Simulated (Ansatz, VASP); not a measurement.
As: VASP beside Ansatz

```
CELL_PARAMETERS angstrom
4.56640 0.00000 0.00000
-2.28320 3.95462 0.00000
0.00000 0.00000 2.83374
ATOMIC_POSITIONS crystal
As 0.33333 0.66667 0.00000
As 0.66667 0.33333 0.00000
```

Alike in both runs: task single point; functional PBE-based screened hybrid; k mesh 4 × 4 × 5; occupations fermi-dirac, width 0.05 eV; no spin polarisation.

|  | VASP | Ansatz |
| --- | --- | --- |
| version | VASP 6.6.1 | Ansatz 0.2.0 |
| potentials or method | VASP PAW PBE potentials, release 64 (As) | Ansatz PAW |
| plane-wave cutoff (eV) | 520 | 420 |
| valence electrons in the cell | 10 | 30 |

VASP gave:

* gap on the k mesh at the Fermi level (eV): none
* pressure (GPa): -4.8
* traceless stress, the component that is largest in VASP (GPa): 5.63

**Question.** Which values does Ansatz return?

**Answer.** gap on the k mesh at the Fermi level (eV): none; pressure (GPa): -4.2; traceless stress, the component that is largest in VASP (GPa): 5.68.

VASP's potentials were made for PBE, not for PBE-based screened hybrid. A gap of «none» marks a metal or a gap that the smearing closes. With one functional, cell and mesh, what is left measures potentials, basis and numerics. VASP's potentials hold 10 valence electrons a cell and Ansatz's 30, so a difference there can come from the potentials and not from the codes.

The k mesh is coarse, so the values compare programs but aren't converged.
